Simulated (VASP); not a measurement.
# Ni3Pt (Pm-3m) in VASP: a series of runs

Ni3Pt is run at these levels: LDA+U; tasks: single point.

Everything below comes from runs of VASP 6.6.1. Logs are shortened: lines on timing, memory, paths and dates and some standing lists are left out, and cuts for length are marked.

### Step 1. The cell of the first run

The structure is cubic, space group Pm-3m (No. 221). Conventional cell: a = 3.625 Å, b = 3.625 Å, c = 3.625 Å, α = 90.00°, β = 90.00°, γ = 90.00°. Ni (site symmetry 4/mmm) has 8 Ni at 2.56 Å and 4 Pt at 2.56 Å within 3.4 Å. Within 3.4 Å of Pt (site symmetry m-3m) lie 12 Ni at 2.56 Å.

### Step 2. Single point, LDA+U, collinear spin, ferromagnetic start

Input file POSCAR:

```
Ni3Pt
1.0
    3.6245667900      0.0000000000      0.0000000000
    0.0000000000      3.6245667900      0.0000000000
    0.0000000000      0.0000000000      3.6245667900
Ni Pt
3 1
Direct
    0.5000000000      0.0000000000      0.5000000000
    0.0000000000      0.5000000000      0.5000000000
    0.5000000000      0.5000000000      0.0000000000
    0.0000000000      0.0000000000      0.0000000000
```

Input file INCAR.step1:

```
ALGO = Normal
EDIFF = 1E-6
ENCUT = 510
GGA_COMPAT = False
ISIF = 2
ISMEAR = -1
ISPIN = 2
LASPH = True
LCHARG = True
LDAU = True
LDAUJ = 0 0
LDAUL = 2 2
LDAUPRINT = 1
LDAUTYPE = 2
LDAUU = 6 6
LMAXMIX = 4
LORBIT = 11
LREAL = False
LWAVE = False
MAGMOM = 1.5 1.5 1.5 0.6
NBANDS = 48
NEDOS = 2001
NELM = 200
PREC = Accurate
SIGMA = 0.05
```

Input file KPOINTS.step1:

```
k-points
0
Gamma
  9 9 9
```

Input file INCAR.step2:

```
ALGO = Normal
EDIFF = 1E-6
ENCUT = 510
GGA_COMPAT = False
ICHARG = 11
ISIF = 2
ISMEAR = -5
ISPIN = 2
LASPH = True
LCHARG = False
LDAU = True
LDAUJ = 0 0
LDAUL = 2 2
LDAUPRINT = 1
LDAUTYPE = 2
LDAUU = 6 6
LMAXMIX = 4
LORBIT = 10
LREAL = False
LWAVE = False
MAGMOM = 1.5 1.5 1.5 0.6
NEDOS = 1001
NELM = 200
PREC = Accurate
SIGMA = 0.05
```

Input file KPOINTS.step2:

```
k-points
0
Gamma
  14 14 14
```

Potentials or basis: VASP PAW LDA potentials, release 64 (Ni_sv_GW, Pt_sv_GW).

Launch:

```bash
$ cat potpaw_LDA.64/Ni_sv_GW/POTCAR potpaw_LDA.64/Pt_sv_GW/POTCAR > POTCAR
$ cp INCAR.step1 INCAR
$ cp KPOINTS.step1 KPOINTS
$ mpirun -np 1 vasp_std > vasp.out
$ cp INCAR.step2 INCAR
$ cp KPOINTS.step2 KPOINTS
$ mpirun -np 1 vasp_std > vasp.out
```

OUTCAR:

```text
EDIFF = 1E-6
   ENCUT = 510
   ICHARG = 11
   ISIF = 2
   ISMEAR = -5
   ISPIN = 2
   LASPH = True
   LORBIT = 10
   LREAL = False
   NELM = 200
   PREC = Accurate

 ion  position               nearest neighbor table
   1  0.500  0.000  0.500-   2 2.56   3 2.56   4 2.56   3 2.56   4 2.56   2 2.56   3 2.56   3 2.56
                             2 2.56   4 2.56   4 2.56   2 2.56
   2  0.000  0.500  0.500-   1 2.56   3 2.56   4 2.56   3 2.56   4 2.56   1 2.56   4 2.56   4 2.56
                             1 2.56   3 2.56   3 2.56   1 2.56
   3  0.500  0.500  0.000-   1 2.56   2 2.56   4 2.56   1 2.56   2 2.56   1 2.56   4 2.56   1 2.56
                             2 2.56   4 2.56   2 2.56   4 2.56
   4  0.000  0.000  0.000-   1 2.56   2 2.56   3 2.56   1 2.56   2 2.56   2 2.56   3 2.56   2 2.56
                             1 2.56   3 2.56   1 2.56   3 2.56

  LATTYP: Found a simple cubic cell.
 ALAT       =     3.6245667900

  Lattice vectors:

 A1 = (   3.6245667900,   0.0000000000,   0.0000000000)
 A2 = (   0.0000000000,   3.6245667900,   0.0000000000)
 A3 = (   0.0000000000,   0.0000000000,   3.6245667900)

Analysis of symmetry for initial positions (statically):
=====================================================================
 Subroutine PRICEL returns:
 Original cell was already a primitive cell.

 Routine SETGRP: Setting up the symmetry group for a
 simple cubic supercell.

 Subroutine GETGRP returns: Found 48 space group operations
 (whereof 48 operations were pure point group operations)
 out of a pool of 48 trial point group operations.

The static configuration has the point symmetry O_h .

Analysis of symmetry for dynamics (positions and initial velocities):
=====================================================================
 Subroutine PRICEL returns:
 Original cell was already a primitive cell.

 Routine SETGRP: Setting up the symmetry group for a
 simple cubic supercell.

 Subroutine GETGRP returns: Found 48 space group operations
 (whereof 48 operations were pure point group operations)
 out of a pool of 48 trial point group operations.

The dynamic configuration has the point symmetry O_h .

Analysis of structural, dynamic, and magnetic symmetry:
=====================================================================
 Subroutine PRICEL returns:
 Original cell was already a primitive cell.

 Routine SETGRP: Setting up the symmetry group for a
 simple cubic supercell.

 Subroutine GETGRP returns: Found 48 space group operations
 (whereof 48 operations were pure point group operations)
 out of a pool of 48 trial point group operations.

The overall configuration has the point symmetry O_h .

 Subroutine INISYM returns: Found 48 space group operations
 (whereof 48 operations are pure point group operations),
 and found     1 'primitive' translations

----------------------------------------------------------------------------------------

                                     Primitive cell

  volume of cell :      47.6177

  direct lattice vectors                    reciprocal lattice vectors
     3.624566790  0.000000000  0.000000000     0.275895040  0.000000000  0.000000000
     0.000000000  3.624566790  0.000000000     0.000000000  0.275895040  0.000000000
     0.000000000  0.000000000  3.624566790     0.000000000  0.000000000  0.275895040

  length of vectors
     3.624566790  3.624566790  3.624566790     0.275895040  0.275895040  0.275895040

  position of ions in fractional coordinates (direct lattice)
     0.500000000  0.000000000  0.500000000
     0.000000000  0.500000000  0.500000000
     0.500000000  0.500000000  0.000000000
     0.000000000  0.000000000  0.000000000

  ion indices of the primitive-cell ions
   primitive index   ion index
                 1           1
                 2           2
                 3           3
                 4           4

----------------------------------------------------------------------------------------

 KPOINTS: k-points

Automatic generation of k-mesh.
 Grid dimensions read from file:
 generate k-points for:   14   14   14

 Generating k-lattice:

  Cartesian coordinates                     Fractional coordinates (reciprocal lattice)
     0.019706789  0.000000000  0.000000000     0.071428571  0.000000000  0.000000000
     0.000000000  0.019706789  0.000000000     0.000000000  0.071428571  0.000000000
     0.000000000  0.000000000  0.019706789     0.000000000  0.000000000  0.071428571

  Length of vectors
     0.019706789  0.019706789  0.019706789

  Shift w.r.t. Gamma in fractional coordinates (k-lattice)
     0.000000000  0.000000000  0.000000000

 TETIRR: Found   1360 inequivalent tetrahedra from    16464

 Subroutine IBZKPT returns following result:
 ===========================================

 Found    120 irreducible k-points:

 Following reciprocal coordinates:
            Coordinates               Weight
  0.000000  0.000000  0.000000      1.000000
  0.071429  0.000000  0.000000      6.000000
  0.142857  0.000000  0.000000      6.000000
  0.214286  0.000000  0.000000      6.000000
  0.285714  0.000000  0.000000      6.000000
  0.357143  0.000000  0.000000      6.000000
[... 16 lines left out ...]
  0.285714  0.214286  0.000000     24.000000
  0.357143  0.214286  0.000000     24.000000
 [... further k-points ...]
   k-points           NKPTS =    120   k-points in BZ     NKDIM =    120   number of bands    NBANDS=     46
   number of dos      NEDOS =   1001   number of ions     NIONS =      4
   total plane-waves  NPLWV =  21952
   dimension x,y,z NGX =    28 NGY =   28 NGZ =   28
   dimension x,y,z NGXF=    56 NGYF=   56 NGZF=   56
   ions per type =               3   1
   NGX,Y,Z   is equivalent  to a cutoff of  12.84, 12.84, 12.84 a.u.
   NGXF,Y,Z  is equivalent  to a cutoff of  25.69, 25.69, 25.69 a.u.
 SYSTEM =  unknown system
   PREC   = accura    normal or accurate (medium, high low for compatibility)
   ISTART =      0    job   : 0-new  1-cont  2-samecut
   ICHARG =     11    charge: 1-file 2-atom 10-const
   ISPIN  =      2    spin polarized calculation?
   LNONCOLLINEAR =      F non collinear calculations
   LSORBIT =      F    spin-orbit coupling
   LASPH  =      T    aspherical Exc in radial PAW
   ENCUT  =  510.0 eV  37.48 Ry    6.12 a.u.   6.67  6.67  6.67*2*pi/ulx,y,z
   NELM   =    200;   NELMIN=  2; NELMDL=  0     # of ELM steps
   EDIFF  = 0.1E-05   stopping-criterion for ELM
   LREAL  =      F    real-space projection
   EDIFFG = 0.1E-04   stopping-criterion for IOM
   NSW    =      0    number of steps for IOM
   IBRION =     -1    ionic relax: 0-MD 1-quasi-New 2-CG
   NFREE  =      0    steps in history (QN), initial steepest desc. (CG)
   ISIF   =      2    stress and relaxation
   ISYM   =      2    0-nonsym 1-usesym 2-fastsym
   POTIM  = 0.5000    time-step for ionic-motion
   TEBEG  =    0.0;   TEEND  =   0.0 temperature during run
   PSTRESS=    0.0 pullay stress
   NELECT =      72.0000    total number of electrons
   NUPDOWN=      -1.0000    fix difference up-down
   EMIN   =  10.00;   EMAX   =-10.00  energy-range for DOS
   EFERMI =   0.00;   METHOD = LEGACY
   ISMEAR =    -5;   SIGMA  =   0.05  broadening in eV -4-tet -1-fermi 0-gaus
   EFERMI_NEDOS =   21; number of points for ismear=-14 and -15
   IALGO  =     38    algorithm
   IMIX   =      4    mixing-type and parameters
     AMIX     =   0.40;   BMIX     =  1.00
     AMIX_MAG =   1.60;   BMIX_MAG =  1.00
  volume/ion in A,a.u.               =      11.90        80.34
  Fermi-wavevector in a.u.,A,eV,Ry     =   1.879012  3.550818 48.037901  3.530686
  Thomas-Fermi vector in A             =   2.922932
   LORBIT       =     10    0 simple, 1 ext, 2 COOP (PROOUT), +10 PAW based schemes
 LDA+U is selected, type is set to LDAUTYPE =  2
   angular momentum for each species LDAUL =     2    2
   U (eV)           for each species LDAUU =   6.0  6.0
   J (eV)           for each species LDAUJ =   0.0  0.0
   GGA     = CA    functional components
   LHFCALC =     F    Hartree Fock is set to
   AEXX    =    0.0000 exact exchange contribution
   IVDW    =     0    specifies the selected vdW correction
   LEPSILON=     F    determine dielectric tensor
   LRPA    =     F    only Hartree local field effects (RPA)
 spin polarized calculation
 Fermi weights with tetrahedron method with Bloechl corrections
  energy-cutoff  :      510.00
  volume of cell :       47.62
 maximum number of plane-waves:      1265
 NGX is ok and might be reduce to    28

atom =   1  type =  1  l = 2

 onsite density matrix

spin component  1
[... 116 lines left out ...]
  o =  0.8863  v =  0.0000  0.0000  0.0000  0.0000  0.0000  1.0000  0.0000  0.0000  0.0000  0.0000      0.0000  0.0000  0.0000  0.0000  0.0000  0.0000  0.0000  0.0000  0.0000  0.0000
  o =  0.8863  v =  0.0000  0.0000  0.0000  0.0000  0.0000  0.0000  0.3021 -0.0000  0.9533  0.0000      0.0000  0.0000  0.0000  0.0000  0.0000  0.0000  0.0000  0.0000  0.0000  0.0000
  o =  0.8863  v =  0.0000  0.0000  0.0000  0.0000  0.0000  0.0000 -0.9533  0.0000  0.3021  0.0000      0.0000  0.0000  0.0000  0.0000  0.0000  0.0000  0.0000  0.0000  0.0000  0.0000
  o =  0.9338  v =  0.0000  0.9952  0.0000  0.0978  0.0000  0.0000  0.0000  0.0000  0.0000  0.0000      0.0000  0.0000  0.0000  0.0000  0.0000  0.0000  0.0000  0.0000  0.0000  0.0000
  o =  0.9338  v =  0.0000 -0.0978  0.0000  0.9952 -0.0000  0.0000  0.0000  0.0000  0.0000  0.0000      0.0000  0.0000  0.0000  0.0000  0.0000  0.0000  0.0000  0.0000  0.0000  0.0000
  o =  0.9338  v =  1.0000  0.0000  0.0000  0.0000  0.0000  0.0000  0.0000  0.0000  0.0000  0.0000      0.0000  0.0000  0.0000  0.0000  0.0000  0.0000  0.0000  0.0000  0.0000  0.0000
  o =  0.9601  v =  0.0000 -0.0000  0.0000  0.0000  1.0000  0.0000  0.0000  0.0000  0.0000  0.0000      0.0000  0.0000  0.0000  0.0000  0.0000  0.0000  0.0000  0.0000  0.0000  0.0000
  o =  0.9601  v =  0.0000  0.0000 -1.0000  0.0000  0.0000  0.0000  0.0000  0.0000  0.0000  0.0000      0.0000  0.0000  0.0000  0.0000  0.0000  0.0000  0.0000  0.0000  0.0000  0.0000
  o =  0.9705  v =  0.0000  0.0000  0.0000  0.0000  0.0000  0.0000  0.0000  1.0000  0.0000  0.0000      0.0000  0.0000  0.0000  0.0000  0.0000  0.0000  0.0000  0.0000  0.0000  0.0000
  o =  0.9705  v =  0.0000  0.0000  0.0000  0.0000  0.0000  0.0000 -0.0000  0.0000  0.0000 -1.0000      0.0000  0.0000  0.0000  0.0000  0.0000  0.0000  0.0000  0.0000  0.0000  0.0000

 number of electron      72.0000098 magnetization       2.8794324

 Free energy of the ion-electron system (eV)
  ---------------------------------------------------
  ext. energy  EPLUGINS =         0.00000000
  ---------------------------------------------------
  free energy    TOTEN  =       -13.06610824 eV

  energy without entropy =      -13.06610824  energy(sigma->0) =      -13.06610824

 E-fermi :   7.9307     XC(G=0): -14.2364

 val. band max:        8.1845699800   @ k =   0.5000   0.5000   0.2857
 cond. band min:       7.8636027774   @ k =   0.5000   0.4286   0.3571
 fundamental gap:     -0.3209672025
 Fermi energy:         7.9307384755

 spin component 1

 k-point     1 :       0.0000    0.0000    0.0000
  band No.  band energies     occupation
      1     -93.3431      1.00000
      2     -93.3185      1.00000
      3     -93.3185      1.00000
      4     -87.3785      1.00000
      5     -54.8261      1.00000
      6     -54.8261      1.00000
[... 2345 lines left out ...]
     45      21.4532      0.00000
     46      22.7694      0.00000

 [... further k-points ...]

------------------------ aborting loop because EDIFF is reached ----------------------------------------

  FORCE on cell =-STRESS in cart. coord.  units (eV):
  Direction    XX          YY          ZZ          XY          YZ          ZX
  --------------------------------------------------------------------------------------
  -------------------------------------------------------------------------------------
  Total       -1.2225280     -1.2225280     -1.2225280      0.0000000      0.0000000     -0.0000000
  in kB      -41.1340135    -41.1340135    -41.1340135      0.0000000      0.0000000     -0.0000000
  external PRESSURE =     -41.1340135 kB  Pullay stress =       0.0000000 kB

 VOLUME and BASIS-vectors are now :
 -----------------------------------------------------------------------------
  energy-cutoff  :      510.00
  volume of cell :       47.62
      direct lattice vectors                 reciprocal lattice vectors
     3.624566790  0.000000000  0.000000000     0.275895040  0.000000000  0.000000000
     0.000000000  3.624566790  0.000000000     0.000000000  0.275895040  0.000000000
     0.000000000  0.000000000  3.624566790     0.000000000  0.000000000  0.275895040

 POSITION                                       TOTAL-FORCE (eV/Angst)
 -----------------------------------------------------------------------------------
      1.81228      0.00000      1.81228         0.000000      0.000000      0.000000
      0.00000      1.81228      1.81228         0.000000      0.000000      0.000000
      1.81228      1.81228      0.00000         0.000000      0.000000      0.000000
      0.00000      0.00000      0.00000         0.000000      0.000000      0.000000
 -----------------------------------------------------------------------------------
    total drift:                                0.000000      0.000000      0.000000

  FREE ENERGIE OF THE ION-ELECTRON SYSTEM (eV)
  ---------------------------------------------------
  free  energy   TOTEN  =       -13.0661082443 eV

  energy  without entropy=      -13.0661082443  energy(sigma->0) =      -13.06610824

 total charge

# of ion       s       p       d       f       tot
--------------------------------------------------
    1        2.216   6.261   7.930   0.005  16.412
    2        2.216   6.261   7.930   0.005  16.412
    3        2.216   6.261   7.930   0.005  16.412
    4        4.491   6.057   9.173   0.016  19.736
--------------------------------------------------
tot         11.138  24.840  32.962   0.031  68.971

 magnetization (x)

# of ion       s       p       d       f       tot
--------------------------------------------------
    1        0.001  -0.006   0.945   0.000   0.941
    2        0.001  -0.006   0.945   0.000   0.941
    3        0.001  -0.006   0.945   0.000   0.941
    4       -0.200   0.002   0.113   0.001  -0.083
--------------------------------------------------
tot         -0.195  -0.015   2.949   0.001   2.739
```

Run time: 8.1 min. Hardware: 1 thread of AMD EPYC 9R45 (Zen 5), shared host; peak memory 0.45 GiB.

Results:

* Net moment: 2.88 μB per cell
* Site moments: Ni +0.94; Pt -0.08 μB
* Valence electrons inside the program's atomic spheres: Ni 16.41; Pt 19.74

Eigenvalues of the final occupation matrices:
```csv
site,spin,trace,eigenvalues
site 1 d,1,4.46,0.88 0.88 0.88 0.90 0.91
site 1 d,2,3.50,0.11 0.83 0.83 0.85 0.89
site 2 d,1,4.46,0.88 0.88 0.88 0.90 0.91
site 2 d,2,3.50,0.11 0.83 0.83 0.85 0.89
site 3 d,1,4.46,0.88 0.88 0.88 0.90 0.91
site 3 d,2,3.50,0.11 0.83 0.83 0.85 0.89
site 4 d,1,4.72,0.93 0.93 0.93 0.96 0.96
site 4 d,2,4.60,0.89 0.89 0.89 0.97 0.97
```

Caveat: spin-orbit coupling is left out, which moves the levels of the heavy elements; the U is typed as a test and isn't derived for this compound; tetrahedron occupations give inexact forces and stress in metals. The state reached can hang on the start; a lower one may exist.

### Step 3. Single point, LDA+U, collinear spin, ferromagnetic start

Input file INCAR:

```
ALGO = Normal ; EDIFF = 1E-6
ENCUT = 590 ; GGA_COMPAT = False
ISIF = 2 ; ISMEAR = -1
ISPIN = 2 ; LASPH = True
LCHARG = False ; LDAU = True
LDAUJ = 0 0 ; LDAUL = 2 2
LDAUPRINT = 1 ; LDAUTYPE = 2
LDAUU = 3 3 ; LMAXMIX = 4
LORBIT = 11 ; LREAL = False
LWAVE = False ; MAGMOM = 1.5 1.5 1.5 0.6
NBANDS = 48 ; NELM = 200
PREC = Accurate ; SIGMA = 0.05
```

Input file KPOINTS:

```
k-points
0
Gamma
  9 9 9
```

POSCAR is that of step 2.

Potentials or basis: VASP PAW LDA potentials, release 64 (Ni_sv_GW, Pt_sv_GW).

Launch:

```bash
$ cat potpaw_LDA.64/Ni_sv_GW/POTCAR potpaw_LDA.64/Pt_sv_GW/POTCAR > POTCAR
$ mpirun -np 1 vasp_std > vasp.out
```

It took 6.9 min on 1 thread of Intel Xeon 6975P-C (Granite Rapids), shared host; peak memory 0.28 GiB.

It converged, with:

```yaml
Free_energy: -20.5152 eV
Pressure: -14.2 GPa
Net_moment: 2.77 μB per cell
Site_moments: Ni +0.88; Pt +0.35 μB
Valence_electrons_inside_the_program's_atomic_spheres: Ni 16.37; Pt 18.84
```

Levels at points of the mesh, in eV from the Fermi level:
Spin up:
| k point | band 33 | band 34 | band 35 | band 36 | band 37 | band 38 | band 39 | band 40 | band 41 | band 42 |
| --- | --- | --- | --- | --- | --- | --- | --- | --- | --- | --- |
| (0.00, 0.00, 0.00) | -0.82 | -0.82 | -0.52 | -0.52 | -0.52 | 2.43 | 2.43 | 2.43 | 8.36 | 10.28 |
Spin down:
| k point | band 32 | band 33 | band 34 | band 35 | band 36 | band 37 |
| --- | --- | --- | --- | --- | --- | --- |
| (0.00, 0.00, 0.00) | 0.36 | 0.36 | 0.36 | 1.12 | 1.12 | 1.12 |

Eigenvalues of the final occupation matrices:
```csv
site,spin,trace,eigenvalues
site 1 d,1,4.40,0.87 0.88 0.88 0.88 0.90
site 1 d,2,3.50,0.52 0.67 0.67 0.81 0.85
site 2 d,1,4.40,0.87 0.88 0.88 0.88 0.90
site 2 d,2,3.50,0.52 0.67 0.67 0.81 0.85
site 3 d,1,4.40,0.87 0.88 0.88 0.88 0.90
site 3 d,2,3.50,0.52 0.67 0.67 0.81 0.85
site 4 d,1,4.39,0.87 0.87 0.87 0.89 0.89
site 4 d,2,3.97,0.75 0.75 0.75 0.86 0.86
```

Caveat: the cell stands under tension; spin-orbit coupling is left out, which moves the levels of the heavy elements; the U is typed as a test and isn't derived for this compound. The state reached can hang on the start; a lower one may exist.
